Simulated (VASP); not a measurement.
# MgS (I-4m2) in VASP: G0W0 quasiparticle levels with PBE

Aim: the G0W0 quasiparticle levels of MgS with PBE.

Everything below comes from runs of VASP 6.6.1. Logs are shortened: lines on timing, memory, paths and dates and some standing lists are left out, and cuts for length are marked.

**1. The cell of the first run**

The structure is tetragonal, space group I-4m2 (No. 119). Conventional cell: a = 4.124 Å, b = 4.124 Å, c = 5.408 Å, α = 90.00°, β = 90.00°, γ = 90.00°. Within 3.3 Å of Mg (site symmetry -4m2) lie 4 S at 2.47 Å. Within 3.3 Å of S (site symmetry -4m2) lie 4 Mg at 2.47 Å.

**2. G0W0 quasiparticle levels, PBE**

POSCAR reads:

```
MgS
1.0
    0.0000000000      2.9158031465      2.7038767364
    2.9158031465      0.0000000000      2.7038767364
    2.9158031465      2.9158031465      0.0000000000
Mg S
1 1
Direct
    0.0000000000      0.0000000000      0.0000000000
    0.2500000000      0.2500000000      0.2500000000
```

INCAR.step1 reads:

```
PREC = Accurate ; ENCUT = 500
EDIFF = 1E-8 ; ISMEAR = 0
SIGMA = 0.01 ; LREAL = F
LASPH = T ; NELM = 80
ALGO = Normal ; LWAVE = T
LCHARG = F ; GGA = PE
```

INCAR.step2 reads:

```
PREC = Accurate ; ENCUT = 500
EDIFF = 1E-8 ; ISMEAR = 0
SIGMA = 0.01 ; LREAL = F
LASPH = T ; NELM = 1
ALGO = Exact ; LWAVE = T
LCHARG = F ; GGA = PE
NBANDS = 195 ; LOPTICS = T
ISTART = 1
```

INCAR.step3 reads:

```
PREC = Accurate ; ENCUT = 500
EDIFF = 1E-8 ; ISMEAR = 0
SIGMA = 0.01 ; LREAL = F
LASPH = T ; ALGO = EVGW0
LWAVE = F ; LCHARG = F
GGA = PE ; NELMGW = 1
NBANDS = 195 ; ENCUTGW = 150.0
NOMEGA = 96 ; PRECFOCK = Fast
ISTART = 1 ; NBANDSGW = 12
OMEGAMAX = 20
```

KPOINTS reads:

```
Automatic mesh
0
Gamma
  4 4 4
```

Potentials or basis: VASP PAW PBE potentials, release 64 (Mg_GW, S_GW).

The run is started by

```console
cat potpaw_PBE.64/Mg_GW/POTCAR potpaw_PBE.64/S_GW/POTCAR > POTCAR
cp INCAR.step1 INCAR
mpirun -np 1 vasp_std > vasp.out
cp INCAR.step2 INCAR
mpirun -np 1 vasp_std > vasp.out
cp INCAR.step3 INCAR
mpirun -np 1 vasp_std > vasp.out
```

OUTCAR:

```text
PREC = Accurate
   ENCUT = 500
   EDIFF = 1E-8
   ISMEAR = 0
   LREAL = F
   LASPH = T
   GGA = PE
   NELMGW = 1
   ENCUTGW = 150.0
   PRECFOCK = Fast
   ISTART = 1

 ion  position               nearest neighbor table
   1  0.000  0.000  0.000-   2 2.47   2 2.47   2 2.47   2 2.47
   2  0.250  0.250  0.250-   1 2.47   1 2.47   1 2.47   1 2.47

  LATTYP: Found a body centered tetragonal cell.
 ALAT       =     4.1235683550
 C/A-ratio  =     1.3114256894

  Lattice vectors:

 A1 = (   0.0000000000,  -2.9158031465,  -2.7038767364)
 A2 = (   0.0000000000,   2.9158031465,  -2.7038767364)
 A3 = (   2.9158031465,   0.0000000000,   2.7038767364)

Analysis of symmetry for initial positions (statically):
=====================================================================
 Subroutine PRICEL returns:
 Original cell was already a primitive cell.

 Routine SETGRP: Setting up the symmetry group for a
 body centered tetragonal supercell.

 Subroutine GETGRP returns: Found  8 space group operations
 (whereof  8 operations were pure point group operations)
 out of a pool of 16 trial point group operations.

The static configuration has the point symmetry D_2d.

Analysis of symmetry for dynamics (positions and initial velocities):
=====================================================================
 Subroutine PRICEL returns:
 Original cell was already a primitive cell.

 Routine SETGRP: Setting up the symmetry group for a
 body centered tetragonal supercell.

 Subroutine GETGRP returns: Found  8 space group operations
 (whereof  8 operations were pure point group operations)
 out of a pool of 16 trial point group operations.

The dynamic configuration has the point symmetry D_2d.

 Subroutine INISYM returns: Found  8 space group operations
 (whereof  8 operations are pure point group operations),
 and found     1 'primitive' translations

----------------------------------------------------------------------------------------
[... 79 lines left out ...]
   ENCUT  =  500.0 eV  36.75 Ry    6.06 a.u.   7.25  7.25  7.52*2*pi/ulx,y,z
   NELM   =     60;   NELMIN=  2; NELMDL=  0     # of ELM steps
   EDIFF  = 0.1E-07   stopping-criterion for ELM
   LREAL  =      F    real-space projection
   EDIFFG = 0.1E-06   stopping-criterion for IOM
   NSW    =      0    number of steps for IOM
   IBRION =     -1    ionic relax: 0-MD 1-quasi-New 2-CG
   NFREE  =      0    steps in history (QN), initial steepest desc. (CG)
   ISIF   =      0    stress and relaxation
   ISYM   =      3    0-nonsym 1-usesym 2-fastsym
   POTIM  = 0.5000    time-step for ionic-motion
   TEBEG  =    0.0;   TEEND  =   0.0 temperature during run
   PSTRESS=    0.0 pullay stress
   NELECT =       8.0000    total number of electrons
   NUPDOWN=      -1.0000    fix difference up-down
   EMIN   =  10.00;   EMAX   =-10.00  energy-range for DOS
   EFERMI =   0.00;   METHOD = LEGACY
   ISMEAR =     0;   SIGMA  =   0.01  broadening in eV -4-tet -1-fermi 0-gaus
   EFERMI_NEDOS =   21; number of points for ismear=-14 and -15
   IALGO  =     38    algorithm
   IMIX   =      4    mixing-type and parameters
     AMIX     =   0.40;   BMIX     =  1.00
     AMIX_MAG =   1.60;   BMIX_MAG =  1.00
  volume/ion in A,a.u.               =      22.99       155.13
  Fermi-wavevector in a.u.,A,eV,Ry     =   0.913960  1.727133 11.365251  0.835322
  Thomas-Fermi vector in A             =   2.038532
   LORBIT       =      0    0 simple, 1 ext, 2 COOP (PROOUT), +10 PAW based schemes
   GGA     = PE    functional components
   LHFCALC =     T    Hartree Fock is set to
   PRECFOCK=fast      Normal, Fast or Accurate (Low or Medium for compatibility)
   ENCUT4O =  -1.0   cutoff for four orbital integrals eV
   NKREDX  =     1    reduce k-point grid by
   NKREDY  =     1    reduce k-point grid by
   NKREDZ  =     1    reduce k-point grid by
   AEXX    =    1.0000 exact exchange contribution
   HFSCREEN=    0.0000 screening length (either q_TF or 0.3 A-1)
   HFSCREENC=   0.0000 screening length for correlation (either q_TF or 0.3 A-1)
   ENCUTFOCK=  -1.0 apply spherical cutoff to Coloumb kernel
   IVDW    =     0    specifies the selected vdW correction
   LEPSILON=     F    determine dielectric tensor
   LRPA    =     F    only Hartree local field effects (RPA)
   LRPAFORCE           =     F    calculate RPA forces
   ENCUTGW             = 150.0    cutoff for response function in eV
   ENCUTGWSOFT         = 120.0    soft cutoff for Coulomb kernel in GW response function in eV
   ENCUTLF             =  -1.0    cutoff for local field effects
   NELMGW              =     1    number of iterations in solving QP/BSE equation
   NELMHF              =     1    number of iterations in the inner HF iteration
   NKREDLFX            =     1    NKREDLFY  =   1   NKREDLFZ  =   1
 non-spin polarized calculation
 Gauss-broadening in eV      SIGMA  =   0.01
  energy-cutoff  :      500.00
  volume of cell :       45.98
 maximum number of plane-waves:      1191
 NGX is ok and might be reduce to    30
  NGX = 18; NGY = 18; NGZ = 18
   NGX = 15   NGY = 15   NGZ = 15
 maximum number of plane-waves:       200
 NGX is ok and might be reduce to    18

 QP shifts <psi_nk| G(iteration)W_0 |psi_nk>: iteration 1
 for sc-GW calculations column KS-energies equals QP-energies in previous step
 and V_xc(KS)=  KS-energies - (<T + V_ion + V_H > + <T+V_H+V_ion>^1  + <V_x>^1)

 k-point   1 :       0.0000    0.0000    0.0000
  band No.  KS-energies  QP-energies   sigma(KS)   V_xc(KS)     V^pw_x(r,r')   Z            occupation Imag(sigma)

      1     -10.2134     -11.1306     -14.1007     -12.8408     -20.8840       0.7280       2.0000       1.3324
      2       0.9606      -0.2542     -14.4941     -12.8969     -16.1545       0.7606       2.0000       0.0324
      3       0.9606      -0.2542     -14.4941     -12.8969     -16.1545       0.7606       2.0000       0.0324
      4       1.1287      -0.0819     -14.4890     -12.8961     -16.1473       0.7600       2.0000       0.0332
      5       4.3773       4.8132      -7.7267      -8.2702      -4.3092       0.8019       0.0000      -0.0562
      6       8.8956       9.6673      -7.8091      -8.7919      -3.8312       0.7852       0.0000      -0.0752
      7       8.8956       9.6673      -7.8091      -8.7919      -3.8312       0.7852       0.0000      -0.0752
      8       8.9553       9.7256      -7.6800      -8.6651      -3.6785       0.7820       0.0000      -0.0775
      9      11.1505      11.9585      -8.2573      -9.3073      -3.9043       0.7695       0.0000      -0.1077
     10      12.2284      13.0388      -8.3695      -9.4323      -3.8269       0.7625       0.0000      -0.1427
     11      14.2820      14.4312      -6.5005      -6.6937      -1.5129       0.7722       0.0000      -0.4240
     12      14.2820      14.4312      -6.5005      -6.6937      -1.5129       0.7722       0.0000      -0.4240
[... 180 lines left out ...]
      1      -9.3586     -10.1155     -14.7862     -13.6681     -21.3635       0.6769       2.0000       1.0373
      2      -1.2945      -2.6223     -12.8358     -11.0401     -15.0686       0.7394       2.0000       0.0608
      3      -0.7846      -2.1544     -13.0456     -11.2104     -15.1120       0.7464       2.0000       0.0507
      4      -0.2904      -1.6115     -13.0600     -11.3037     -14.9828       0.7522       2.0000       0.0457
      5       6.8592       7.2881      -7.8671      -8.4109      -4.2389       0.7886       0.0000      -0.0672
      6       8.9843       9.8966      -9.1183     -10.3052      -4.9628       0.7686       0.0000      -0.0839
      7       9.3295       9.8999      -8.2631      -8.9948      -4.2884       0.7796       0.0000      -0.0798
      8      10.0975      10.6939      -7.4648      -8.2432      -3.1277       0.7662       0.0000      -0.1055
      9      13.2879      13.8253      -7.8688      -8.6106      -2.6161       0.7244       0.0000      -0.2930
     10      14.0077      14.9799      -9.6617     -10.9763      -4.4885       0.7395       0.0000      -0.2554
     11      14.3779      14.7499      -7.8703      -8.3712      -2.6776       0.7426       0.0000      -0.3783
     12      15.0634      15.8549      -9.0448     -10.1010      -3.7510       0.7494       0.0000      -0.3983
```

OUTCAR.step1:

```text
PREC = Accurate
   ENCUT = 500
   EDIFF = 1E-8
   ISMEAR = 0
   LREAL = F
   LASPH = T
[... 350 lines left out ...]
 -----------------------------------------------------------------------------------
      0.00000      0.00000      0.00000         0.000000      0.000000      0.000000
      1.45790      1.45790      1.35194        -0.000000     -0.000000      0.000000
 -----------------------------------------------------------------------------------
    total drift:                                0.000000      0.000000     -0.000000

  FREE ENERGIE OF THE ION-ELECTRON SYSTEM (eV)
  ---------------------------------------------------
  free  energy   TOTEN  =        -8.4522097212 eV

  energy  without entropy=       -8.4522097212  energy(sigma->0) =       -8.45220972
```

Wall time 3 min (1 thread of Intel Xeon 6975P-C (Granite Rapids), shared host); peak memory 0.56 GiB.

What came out:

- Quasiparticle gap: 4.90 eV
- Least direct quasiparticle gap: 4.90 eV
- Band gap of the starting levels on the mesh: 3.25 eV
- Least direct gap of the starting levels on the mesh: 3.25 eV

Caveat: the k points lie up to 0.48 Å⁻¹ apart; bands, screening cutoff and mesh are small and nothing is extrapolated, so the quasiparticle values aren't converged; the structure was generated, so it needn't be the stable form of MgS.
